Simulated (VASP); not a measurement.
**Ca: single point with r2SCAN**

Crystal: Ca.

```
Ca
1.0
     1.97128   -3.39549    0.00000
     1.97128    3.39549    0.00000
     0.00000    0.00000    6.50911
Ca
2
Direct
  0.83559 0.16441 0.25000
  0.16441 0.83559 0.75000
```

| Property | Result |
| --- | --- |
| Program | VASP 6.6.1 |
| Task | single point |
| Functional | r2SCAN |
| Potentials or basis | VASP PAW PBE potentials, release 64 (Ca_sv) |
| Cutoff | 520 eV |
| k mesh | 8 × 8 × 4 |
| Occupations | gaussian, width 0.1 eV |
| Spin | no spin polarisation |
| Dipole correction | no |
| Further INCAR settings | ALGO = Normal; EDIFF = 1e-06; NBANDS = 17 |

* Pressure: 0.0 GPa
* Largest force: 0.017 eV/Å
* Band gap on the k mesh: zero (band 10 reaches 2.26 eV, above the bottom of band 11 at 1.50 eV)

Forces in eV/Å, atoms in the order of the input:
```
Ca   0.000  0.017  0.000
Ca   0.000 -0.017  0.000
```

Stress tensor (GPa, compression positive):
```
-0.14  0.00  0.00
 0.00  0.11  0.00
 0.00  0.00 -0.10
```

Levels at points of the mesh, in eV from the Fermi level:
| k point | band 6 | band 7 | band 8 | band 9 | band 10 | band 11 | band 12 | band 13 | band 14 | band 15 |
| --- | --- | --- | --- | --- | --- | --- | --- | --- | --- | --- |
| (0.00, 0.00, 0.00) | -23.91 | -23.91 | -23.90 | -4.27 | -1.02 | -0.40 | 2.55 | 2.60 | 2.63 | 2.90 |
| (0.50, 0.00, 0.00) | -23.95 | -23.93 | -23.92 | -1.11 | -0.79 | 0.31 | 0.53 | 1.50 | 2.08 | 2.56 |
| (0.50, 0.50, 0.00) | -23.95 | -23.93 | -23.93 | -1.08 | -0.77 | 0.34 | 0.54 | 1.46 | 2.07 | 2.54 |
| (0.00, 0.00, 0.50) | -23.92 | -23.91 | -23.91 | -3.23 | -3.23 | 1.56 | 1.56 | 2.59 | 2.59 | 2.64 |
| (0.50, 0.00, 0.50) | -23.94 | -23.93 | -23.93 | -0.62 | -0.62 | 0.02 | 0.02 | 1.68 | 1.68 | 3.22 |
| (0.50, 0.50, 0.50) | -23.94 | -23.93 | -23.93 | -0.61 | -0.61 | 0.05 | 0.05 | 1.66 | 1.66 | 3.20 |

It took 4.2 min on 1 thread of Intel(R) Xeon(R) Platinum 8259CL CPU @ 2.50GHz (Skylake/Cascade Lake), with other jobs on the host, peak memory 0.25 GiB.

Caveat: the PAW data sets were made with another functional, which shifts forces and pressure a little.
